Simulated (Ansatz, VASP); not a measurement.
**BaTe in VASP and in Ansatz**

File INCAR:

```
SYSTEM = BaTe
PREC     = Accurate       ! precision mode
ENCUT    = 520            ! plane-wave cutoff, eV
EDIFF    = 1E-7           ! SCF threshold, eV
ISMEAR   = -1             ! smearing method
SIGMA    = 0.05           ! smearing width, eV
LREAL    = .False.        ! projectors in reciprocal space
LASPH    = .True.         ! aspherical terms in the spheres
NELM     = 80             ! most SCF steps
ALGO     = Normal         ! electronic algorithm
ISIF     = 2              ! what is computed and relaxed
LWAVE    = .False.        ! write WAVECAR
LCHARG   = .False.        ! write CHGCAR
GGA      = PS             ! functional
NBANDS   = 15             ! bands
```

File KPOINTS:

```
Automatic mesh
0
Gamma
  10 10 10
  0 0 0
```

File POSCAR:

```
BaTe
1.0
    0.0000000000      3.4100000000      3.4782000000
    3.4100000000      0.0000000000      3.4782000000
    3.4100000000      3.4100000000      0.0000000000
Ba Te
1 1
Direct
    0.0000000000      0.0000000000      0.0000000000
    0.5000000000      0.5000000000      0.5000000000
```

Input for Ansatz:

```yaml
crystal:
  lattice:
    - [0.0, 3.41, 3.4782]
    - [3.41, 0.0, 3.4782]
    - [3.41, 3.41, 0.0]
  atoms:
    - { symbol: Ba, position: [0.0, 0.0, 0.0] }
    - { symbol: Te, position: [0.5, 0.5, 0.5] }
kpoints:
  mp_grid: { grid: [10, 10, 10] }
  band_path:
    path:
      - [0.0, 0.0, 0.0]
      - [0.0, 0.5, 0.5]
      - [0.25, 0.75, 0.5]
      - [0.0, 0.5, 0.0]
      - [0.0, 0.0, 0.0]
      - [0.5, 0.5, 0.0]
      - [0.3701460977, 0.6298539023, 0.0]
      - [-0.3701460977, 0.3701460977, 0.0]
      - [0.0, 0.0, 0.0]
    npoints: 5
scf:
  occupations: { method: fermi_dirac, width: 0.05 }
hamiltonian:
  xc: pbesol
  pseudopotentials: { kind: all_electron, lapw: { basis_error: 0.00025 } }
output:
  forces: true
  stress: true
  eigenvalues: true
```

Change from the starting cell: zz strain of +2 %.

Alike in both runs: task single point; functional PBEsol; k mesh 10 × 10 × 10; occupations fermi-dirac, width 0.05 eV; no spin polarisation.

|  | VASP | Ansatz |
| --- | --- | --- |
| version | VASP 6.6.1 | Ansatz 0.2.0 |
| potentials or method | VASP PAW PBE potentials, release 64 (Ba_sv, Te), cutoff 520 eV | all-electron LAPW, scalar-relativistic |

```csv
,VASP,Ansatz,Ansatz less VASP
pressure (GPa),1.6,1.2,-0.43
"traceless stress, the component that is largest in VASP (GPa)",-1.10,-1.04,+0.061
```

VASP's potentials were made for PBE, not for PBEsol. Ansatz ran all-electron here, and VASP with PAW potentials.

Spin-orbit coupling is off throughout.
